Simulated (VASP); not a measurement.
Wanted: the native input for a VASP 6.6.1 run.

| Item | Value |
| --- | --- |
| Task | single point |
| Functional | PBE |
| Potentials or basis | VASP PAW PBE potentials, release 64 (B, P) |
| Cutoff | 500 eV |
| k mesh | 4 × 4 × 4 |
| Occupations | gaussian, width 0.01 eV |
| Spin | no spin polarisation |
| Dipole correction | no |
| Further INCAR settings | ALGO = Normal; EDIFF = 1e-06; NBANDS = 11 |

The structure of BP lies in POSCAR:

```
BP
1.0
    3.2088510000      0.0000000000      0.0000000000
    1.6044255000      2.7789464830      0.0000000000
    1.6044255000      0.9263154943      2.6200158702
B P
1 1
Direct
    0.0000000000      0.0000000000      0.0000000000
    0.2500000000      0.2500000000      0.2500000000
```

These files were run (other wordings do the same):

INCAR

```
PREC = Accurate
ENCUT = 500
EDIFF = 1E-6
ISMEAR = 0
SIGMA = 0.01
LREAL = F
LASPH = T
NELM = 120
ALGO = Normal
ISIF = 2
LWAVE = F
LCHARG = F
GGA = PE
NBANDS = 11
GGA_COMPAT = F
```

KPOINTS

```
Automatic mesh
0
Gamma
  4 4 4
```

Potentials or basis: VASP PAW PBE potentials, release 64 (B, P).

The run is started by

```console
$ cat potpaw_PBE.64/B/POTCAR potpaw_PBE.64/P/POTCAR > POTCAR
$ mpirun -np 1 vasp_std > vasp.out
```

Results of the run:

```
Pressure               : 2.0 GPa
Band gap on the k mesh : 1.31 eV, indirect (least direct gap 3.38 eV)
```

Caveat: the k points lie up to 0.60 Å⁻¹ apart.

It used 3.8 s of CPU time on 1 thread of AMD EPYC 7R13 Processor (Zen 3), with other jobs on the host.
